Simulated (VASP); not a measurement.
The system is MgO.

```
Mg O
1.0
     2.58372    0.00000    0.00000
     0.00000    2.58372    0.00000
     0.00000    0.00000    2.58372
Mg O
1 1
Direct
  0.00000 0.00000 0.00000
  0.50000 0.50000 0.50000
```

```yaml
Program: VASP 6.6.1
Task: relaxation of cell and atoms
Functional: PBE
Potentials_or_basis: VASP PAW PBE potentials, release 64 (Mg, O)
Cutoff: 600 eV
k_mesh: 8 × 8 × 8
Occupations: gaussian, width 0.1 eV
Spin: no spin polarisation
```

At the start: pressure 13.4 GPa; volume 8.62 Å³/atom.

Task: Where does the relaxation end?

Result: Over 3 steps the energy falls by 28.4 meV/atom and the volume is 9.35 Å³/atom (+8.4 %); space group Pm-3m (No. 221, to 0.05 Å).

The path:
```
step  energy change (eV)  largest force (eV/Å)  pressure (GPa)  volume (Å³)
   1              0.0000                0.0000           13.41        17.25
   2             -0.0532                0.0000           -2.88        19.11
   3             -0.0569                0.0000            0.04        18.70
```

Final structure:
```
Mg O
1.0
     2.65429    0.00000    0.00000
     0.00000    2.65429    0.00000
     0.00000    0.00000    2.65429
Mg O
1 1
Direct
  0.00000 0.00000 0.00000
  0.50000 0.50000 0.50000
```
